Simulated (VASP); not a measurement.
AgAs2:

```
Ag As
1.0
    -1.81819    1.81819    4.46024
     1.81819   -1.81819    4.46024
     1.81819    1.81819   -4.46024
Ag As
1 2
Direct
  0.00000 0.00000 0.00000
  0.66500 0.66500 0.00000
  0.33500 0.33500 0.00000
```

```yaml
Program: VASP 6.6.1
Task: relaxation of cell and atoms
Functional: PBE
Potentials_or_basis: VASP PAW PBE potentials, release 64 (Ag, As)
Cutoff: 600 eV
k_mesh: 6 × 6 × 6
Occupations: gaussian, width 0.1 eV
Spin: no spin polarisation
```

At the start: pressure -1.3 GPa; volume 19.66 Å³/atom.

Where does the relaxation end?

Over 15 steps the energy falls by 70.5 meV/atom and the volume is 20.30 Å³/atom (+3.2 %); space group I4/mmm (No. 139, to 0.1 Å) before and after.

The path:
```tsv
step	energy change (eV)	largest force (eV/Å)	pressure (GPa)	volume (Å³)
1	0.0000	0.4959	-1.29	58.98
2	-0.0286	0.5529	0.60	57.63
3	-0.0402	0.5204	2.93	56.23
4	-0.0529	0.5051	3.02	56.20
5	-0.0899	0.4887	3.47	56.10
6	-0.1315	0.0877	5.07	55.92
7	-0.1773	0.0711	2.48	57.62
8	-0.2004	0.1707	-0.53	60.43
9	-0.2007	0.1928	-0.70	60.69
10	-0.2009	0.2180	-1.01	61.08
11	-0.2009	0.2096	-0.89	60.93
12	-0.2056	0.1782	-0.70	61.01
13	-0.2110	0.0246	-0.28	61.26
14	-0.2112	0.0136	-0.36	61.21
15	-0.2116	0.0093	-0.02	60.89
```

Final structure:
```yaml
crystal:
  lattice:
    - [-1.81917, 1.81917, 4.59968]
    - [1.81917, -1.81917, 4.59968]
    - [1.81917, 1.81917, -4.59968]
  atoms:
    - { symbol: Ag, position: [0.00000, 0.00000, 0.00000] }
    - { symbol: As, position: [0.69698, 0.69698, 0.00000] }
    - { symbol: As, position: [0.30302, 0.30302, 0.00000] }
```

Caveat: an odd number of electrons without spin polarisation forces a metal; a magnetic or distorted state may lie lower.
